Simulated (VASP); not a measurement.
Input of a VASP 6.6.1 run:

File INCAR:

```
SYSTEM = Na
  PREC = Accurate
  ENCUT = 520
  EDIFF = 1E-8
  ISMEAR = -1
  SIGMA = 0.05
  LREAL = .False.
  LASPH = .True.
  NELM = 100
  ALGO = Normal
  ISIF = 2
  LWAVE = .False.
  LCHARG = .False.
  GGA = PS
  LEFG = .True.
  NBANDS = 10
```

File KPOINTS:

```
regular mesh
0
Gamma
  12 12 12
  0 0 0
```

File POSCAR:

```
Na
1.0
   -2.0963250000      2.1175000000      2.1175000000
    2.1175000000     -2.0963250000      2.1175000000
    2.1175000000      2.1175000000     -2.0963250000
Na
1
Direct
    0.0000000000      0.0000000000      0.0000000000
```

Potentials or basis: VASP PAW PBE potentials, release 64 (Na_pv).

Run with:

```sh
$ cat potpaw_PBE.64/Na_pv/POTCAR > POTCAR
$ mpirun -np 1 vasp_std > vasp.out
```

(1) What does it give for the pressure?

(2) Predict the band gap on the k mesh.

Results:

(1) -0.3 GPa.

(2) zero (an odd number of electrons rules out a gap without spin polarisation).

Caveat: the cell differs from its parent crystal (equal xy, yz and zx shear strains of +1 %); without QUAD_EFG the Cq values of the log hold for a quadrupole moment of 1 mb, not for the nuclei; the PAW data sets were made with another functional, which shifts forces and pressure a little.
